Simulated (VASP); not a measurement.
# K (Fd-3m) in VASP: notebook, part 2 of 2

VASP 6.6.1. Earlier steps stand in the parts before.

## 3. Single point, RPBE (volume scaled by 1.08)

INCAR

```
PREC     = Accurate       # precision mode
ENCUT    = 520            # plane-wave cutoff, eV
EDIFF    = 1E-6           # SCF threshold, eV
ISMEAR   = -1             # smearing method
SIGMA    = 0.1            # smearing width, eV
LREAL    = False          # projectors in reciprocal space
LASPH    = True           # aspherical terms in the spheres
NELM     = 100            # most SCF steps
ALGO     = Normal         # electronic algorithm
ISIF     = 2              # what is computed and relaxed
LWAVE    = False          # write WAVECAR
LCHARG   = False          # write CHGCAR
GGA      = RP             # functional
NBANDS   = 16             # bands
```

KPOINTS

```
regular mesh
0
Gamma
  6 6 6
```

POSCAR

```
K
1.0
    0.0000000000      5.1134875380      5.1134875380
    5.1134875380      0.0000000000      5.1134875380
    5.1134875380      5.1134875380      0.0000000000
K
2
Direct
    0.1250000000      0.1250000000      0.1250000000
    0.8750000000      0.8750000000      0.8750000000
```

Potentials or basis: VASP PAW PBE potentials, release 64 (K_sv).

Started as:

```sh
$ cat potpaw_PBE.64/K_sv/POTCAR > POTCAR
$ mpirun -np 1 vasp_std > vasp.out
```

OUTCAR:

```text
PREC = Accurate
   ENCUT = 520
   EDIFF = 1E-6
   ISMEAR = -1
   LREAL = False
   LASPH = True
   NELM = 100
   ISIF = 2
   GGA = RP

 ion  position               nearest neighbor table
   1  0.125  0.125  0.125-
   2  0.875  0.875  0.875-

  LATTYP: Found a face centered cubic cell.
 ALAT       =    10.2269750760

  Lattice vectors:

[... 470 lines left out ...]
      6     -17.1487      2.00000
[... 8 lines left out ...]
     15       2.1199      0.00000
     16       2.1199      0.00000

------------------------ aborting loop because EDIFF is reached ----------------------------------------

  FORCE on cell =-STRESS in cart. coord.  units (eV):
  Direction    XX          YY          ZZ          XY          YZ          ZX
  --------------------------------------------------------------------------------------
  -------------------------------------------------------------------------------------
  Total       -0.1134094     -0.1134094     -0.1134094      0.0000000      0.0000000     -0.0000000
  in kB       -0.6794822     -0.6794822     -0.6794822      0.0000000      0.0000000     -0.0000000
  external PRESSURE =      -0.6794822 kB  Pullay stress =       0.0000000 kB

 VOLUME and BASIS-vectors are now :
 -----------------------------------------------------------------------------
  energy-cutoff  :      520.00
  volume of cell :      267.41
      direct lattice vectors                 reciprocal lattice vectors
     0.000000000  5.113487538  5.113487538    -0.097780624  0.097780624  0.097780624
     5.113487538  0.000000000  5.113487538     0.097780624 -0.097780624  0.097780624
     5.113487538  5.113487538  0.000000000     0.097780624  0.097780624 -0.097780624

 POSITION                                       TOTAL-FORCE (eV/Angst)
 -----------------------------------------------------------------------------------
      1.27837      1.27837      1.27837         0.000000     -0.000000      0.000000
      8.94860      8.94860      8.94860        -0.000000      0.000000     -0.000000
 -----------------------------------------------------------------------------------
    total drift:                               -0.000000      0.000000     -0.000000

  FREE ENERGIE OF THE ION-ELECTRON SYSTEM (eV)
  ---------------------------------------------------
  free  energy   TOTEN  =        -1.3271643978 eV

  energy  without entropy=       -1.2691896806  energy(sigma->0) =       -1.29817704
```

Run time: 43 s. Hardware: 1 thread of Intel Xeon Platinum 8559C (Emerald Rapids), shared host; peak memory 0.4 GiB.

What came out:

- Free energy: -1.3272 eV
- Pressure: -0.1 GPa
- Band gap on the k mesh: zero (band 9 reaches -0.85 eV, above the bottom of band 10 at -1.00 eV)

Caveat: the cell differs from its parent crystal (volume scaled by 1.08); the PAW data sets were made with another functional, which shifts forces and pressure a little.

## 4. Single point, RPBE (volume scaled by 1.12)

INCAR

```
SYSTEM = K
PREC = Accurate
ENCUT = 520
EDIFF = 1E-7
ISMEAR = -1
SIGMA = 0.1
LREAL = .False.
LASPH = .True.
NELM = 60
ALGO = Normal
ISIF = 2
LWAVE = .False.
LCHARG = .True.
GGA = RP
LELF = .True.
LVHAR = .True.
NBANDS = 16
```

KPOINTS

```
Automatic mesh
0
Gamma
  6 6 6
  0 0 0
```

POSCAR

```
K
1.0
    0.0000000000      5.1758532886      5.1758532886
    5.1758532886      0.0000000000      5.1758532886
    5.1758532886      5.1758532886      0.0000000000
K
2
Direct
    0.1250000000      0.1250000000      0.1250000000
    0.8750000000      0.8750000000      0.8750000000
```

Started as:

```sh
$ cat potpaw_PBE.64/K_sv/POTCAR > POTCAR
$ mpirun -np 1 vasp_std > vasp.out
```

Wall time 52 s (1 thread of Intel Xeon Platinum 8559C (Emerald Rapids), shared host); peak memory 0.4 GiB.

Results (log left out):

```
Free energy            : -1.3227 eV
Pressure               : -0.1 GPa
Band gap on the k mesh : zero (band 9 reaches -0.91 eV, above the bottom of band 10 at -1.03 eV)
```

Levels at points of the mesh, in eV from the Fermi level:
```csv
k point,band 7,band 8,band 9,band 10,band 11,band 12
"(0.00, 0.00, 0.00)",-16.18,-16.18,-1.41,2.17,2.17,2.17
"(0.50, 0.00, 0.00)",-16.18,-16.18,-0.54,-0.02,2.10,2.10
"(0.50, 0.50, 0.00)",-16.17,-16.17,0.01,0.01,1.41,1.41
```

Caveat: the cell differs from its parent crystal (volume scaled by 1.12); the PAW data sets were made with another functional, which shifts forces and pressure a little.

## 5. Single point, RPBE

This run uses another cell than the first one, of 123.80 Å³/atom, 0.962 times its volume.

INCAR

```
SYSTEM = K
ALGO = Normal
EDIFF = 1E-6
ENCUT = 520
GGA = RP
ISIF = 2
ISMEAR = -1
LASPH = .True.
LCHARG = .False.
LREAL = .False.
LWAVE = .False.
NBANDS = 16
NELM = 80
PREC = Accurate
SIGMA = 0.1
```

KPOINTS

```
k-points
0
Gamma
  9 9 9
  0 0 0
```

POSCAR

```
K
1.0
    0.0000000000      4.9839760885      4.9839760885
    4.9839760885      0.0000000000      4.9839760885
    4.9839760885      4.9839760885      0.0000000000
K
2
Direct
    0.1250000000      0.1250000000      0.1250000000
    0.8750000000      0.8750000000      0.8750000000
```

Started as:

```sh
$ cat potpaw_PBE.64/K_sv/POTCAR > POTCAR
$ mpirun -np 1 vasp_std > vasp.out
```

Run time: 77 s. Hardware: 1 thread of Intel Xeon Platinum 8559C (Emerald Rapids), shared host; peak memory 0.44 GiB.

The run converged. Its results:

```yaml
Free_energy: -1.3319 eV
Pressure: 0.0 GPa
Band_gap_on_the_k_mesh: zero (band 9 reaches -0.79 eV, above the bottom of band 10 at -0.88 eV)
```

Levels at points of the mesh, in eV from the Fermi level:
```tsv
k point	band 7	band 8	band 9	band 10	band 11	band 12
(0.00, 0.00, 0.00)	-16.16	-16.16	-1.53	2.28	2.28	2.28
```

Caveat: the PAW data sets were made with another functional, which shifts forces and pressure a little.

## 6. Summary

| cell | k mesh | gap on the mesh (eV) | pressure (GPa) |
| --- | --- | --- | --- |
| a = 7.141 Å, angles 60.0°, 2 atoms | 6 × 6 × 6 | none | 0.0 |
| a = 7.232 Å, angles 60.0°, 2 atoms | 6 × 6 × 6 | none | -0.1 |
| a = 7.320 Å, angles 60.0°, 2 atoms | 6 × 6 × 6 | none | -0.1 |
| a = 7.048 Å, angles 60.0°, 2 atoms | 9 × 9 × 9 | none | 0.0 |

Alike in all rows: task single point; level RPBE; potentials or basis VASP PAW PBE potentials, release 64 (K_sv); no spin polarisation; cutoff (eV) 520; smearing fermi-dirac 0.1 eV.

Caveats: the PAW data sets were made with another functional, which shifts forces and pressure a little.

Absolute energies hang on the potentials; compare differences alone.
